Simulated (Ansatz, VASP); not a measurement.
# Two plane-wave programs on InP

File INCAR:

```
SYSTEM = InP
ALGO     = Normal         ! electronic algorithm
EDIFF    = 1E-8           ! SCF threshold, eV
ENCUT    = 520            ! plane-wave cutoff, eV
GGA      = CA             ! functional
ISIF     = 2              ! what is computed and relaxed
ISMEAR   = -1             ! smearing method
LASPH    = .TRUE.         ! aspherical terms in the spheres
LCHARG   = .FALSE.        ! write CHGCAR
LEFG     = .TRUE.       
LREAL    = .FALSE.        ! projectors in reciprocal space
LWAVE    = .FALSE.        ! write WAVECAR
NBANDS   = 16             ! bands
NELM     = 60             ! most SCF steps
PREC     = Accurate       ! precision mode
SIGMA    = 0.05           ! smearing width, eV
```

Contents of KPOINTS:

```
k-points
0
G
  11 11 11
  0 0 0
```

The input POSCAR:

```
InP
1.0
    0.0000000000      2.8164141889      2.8164141889
    2.8164141889      0.0000000000      2.8164141889
    2.8164141889      2.8164141889      0.0000000000
In P
1 1
Direct
    0.0000000000      0.0000000000      0.0000000000
    0.5000000000      0.5000000000      0.5000000000
```

Input for Ansatz:

```yaml
crystal:
  lattice:
    - [0.0, 2.8164141889, 2.8164141889]
    - [2.8164141889, 0.0, 2.8164141889]
    - [2.8164141889, 2.8164141889, 0.0]
  atoms:
    - { symbol: In, position: [0.0, 0.0, 0.0] }
    - { symbol: P, position: [0.5, 0.5, 0.5] }
kpoints:
  mp_grid: { grid: [11, 11, 11] }
scf:
  occupations: { method: fermi_dirac, width: 0.05 }
hamiltonian:
  xc: lda
  pseudopotentials: { kind: paw }
output:
  forces: true
  stress: true
  eigenvalues: true
  efg: { contact_densities: true }
```

Change from the starting cell: volume scaled by 0.96, PAW files.

Alike in both runs: task electric field gradients; functional LDA; k mesh 11 × 11 × 11; occupations fermi-dirac, width 0.05 eV; no spin polarisation.

|  | VASP | Ansatz |
| --- | --- | --- |
| version | VASP 6.6.1 | Ansatz 0.2.0 |
| potentials or method | VASP PAW LDA potentials, release 64 (In_d, P) | PAW with Ansatz's default frozen-core files, scalar-relativistic |
| plane-wave cutoff (eV) | 520 | 420 |
| valence electrons in the cell | 18 | 18 |

```csv
,VASP,Ansatz,Ansatz less VASP
pressure (GPa),-7.9,-7.9,-0.02
```

LDA's correlation is that of Perdew and Zunger in VASP and of Perdew and Wang (1992) in Ansatz.
